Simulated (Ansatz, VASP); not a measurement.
# One calculation of Be3Bi2, two programs

The input INCAR:

```
ALGO = Normal ; EDIFF = 1E-6
EDIFFG = -0.04 ; ENCUT = 600
GGA = PE ; IBRION = 2
ISIF = 3 ; ISMEAR = 0
LASPH = True ; LCHARG = False
LREAL = False ; LWAVE = False
NELM = 60 ; NSW = 90
PREC = Accurate ; SIGMA = 0.1
```

Contents of KPOINTS:

```
k-points
0
Gamma
  6 6 4
```

File POSCAR:

```
Be3Bi2
1.0
    4.2615928800      0.0000000000      0.0000000000
   -2.1307964400      3.6906477000      0.0000000000
    0.0000000000      0.0000000000      5.1453352300
Be Bi
3 2
Direct
    0.3333333300      0.6666666700      0.5000000000
    0.6666666700      0.3333333300      0.5000000000
    0.0000000000      0.0000000000      0.5000000000
    0.3333333300      0.6666666700      0.0000000000
    0.6666666700      0.3333333300      0.0000000000
```

Input for Ansatz:

```yaml
crystal:
  lattice:
    - [4.26159288, 0.0, 0.0]
    - [-2.13079644, 3.6906477, 0.0]
    - [0.0, 0.0, 5.14533523]
  atoms:
    - { symbol: Be, position: [0.33333333, 0.66666667, 0.5] }
    - { symbol: Be, position: [0.66666667, 0.33333333, 0.5] }
    - { symbol: Be, position: [0.0, 0.0, 0.5] }
    - { symbol: Bi, position: [0.33333333, 0.66666667, 0.0] }
    - { symbol: Bi, position: [0.66666667, 0.33333333, 0.0] }
basis:
  ecutwfc: 420
kpoints:
  mp_grid: { grid: [6, 6, 4] }
hamiltonian:
  xc: pbe
scf:
  occupations: { method: gaussian, width: 0.1 }
  lower_state_search: "off"
output:
  forces: true
  stress: true
  eigenvalues: true
relax:
  adjacent_minimum: "off"
  f_tol: 0.04
  max_steps: 70
  cell: { stress_tol: 0.4 }
```

Alike in both runs: task relaxation of cell and atoms; functional PBE; k mesh 6 × 6 × 4; occupations gaussian, width 0.1 eV; no spin polarisation.

|  | VASP | Ansatz |
| --- | --- | --- |
| version | VASP 6.6.1 | Ansatz 0.2.0 |
| potentials or method | VASP PAW PBE potentials, release 64 (Be, Bi_d), cutoff 600 eV | scalar-relativistic, plane waves, PAW |
| valence electrons in the cell | 36 | 36 |

```csv
,VASP,Ansatz,Ansatz less VASP
"gap on the k mesh at the Fermi level, each at its own relaxed structure (eV)",none,none,-
relaxed volume (Å³/atom),23.26,23.26,0.000
relaxed length of the cell vector where the two differ most in proportion (Å),5.418,5.428,+0.0104
```

A gap of «none» marks a metal or a gap that the smearing closes.

Neither program's run includes spin-orbit coupling. Noted on VASP's run: the volume moved by over 15 % at a fixed basis, so the end points are rough.
